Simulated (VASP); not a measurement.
Runs of VASP 6.6.1 on BaS. The structure is that of space group Fm-3m (No. 225), or close to it. The cells are those of the table. 

```tsv
task	level	spin	cell	k mesh	cutoff (eV)	smearing	dipole correction	grid for exact exchange (PRECFOCK)	share of exact exchange	tolerance level	gap on the mesh (eV)	pressure (GPa)	relaxed volume (Å³/atom)
relaxation of cell and atoms	PBEsol	off	relaxed to 5 GPa from a = 4.517 Å, angles 60.0°, 2 atoms	7 × 7 × 7	600	fermi-dirac 0.05 eV	no	-	-	-	(a)	5.0	-
single point	PBEsol	off	a = 4.027 Å, angles 60.0°, 2 atoms	7 × 7 × 7	520	fermi-dirac 0.05 eV	no	-	-	-	0.78	(c)	-
relaxation of cell and atoms	PBEsol-based global hybrid with 25 % exact exchange	off	relaxed from a = 4.517 Å, angles 60.0°, 2 atoms	4 × 4 × 4	600	fermi-dirac 0.05 eV	no	Normal	0.25	-	3.61	0.0	(b)
single point	r2SCAN0	off	a = 4.517 Å, angles 60.0°, 2 atoms	4 × 4 × 4	520	fermi-dirac 0.05 eV	no	Normal	0.25	-	3.95	1.1	-
relaxation of cell and atoms	PBEsol	non-collinear, zero start, SOC	relaxed from a = 4.561 Å, angles 60.0°, 2 atoms	5 × 5 × 5	390	gaussian 0.03 eV	-	-	-	standard	-	0.0	32.19
single point	PBEsol	off	a = 4.478 Å, angles 60.0°, 2 atoms	7 × 7 × 7	520	fermi-dirac 0.05 eV	no	-	-	-	2.00	0.7	-
```

Task: Fill in the values left out.

Result: (a) 1.84; (b) 32.26; (c) 32.2.

Caveats: some runs use coarse meshes; the PAW data sets were made with another functional, which shifts forces and pressure a little; spin-orbit coupling is left out, which moves the levels of the heavy elements (at least some runs); an odd mesh through Γ misses points on the zone boundary, where band edges can lie (at least some runs); the cell is relaxed towards a set pressure, so the run minimises the enthalpy, not the energy (at least some runs); the cell stands under pressure (at least some runs).

A k mesh can miss the band edges, and rows without SOC leave out spin-orbit coupling on Ba.
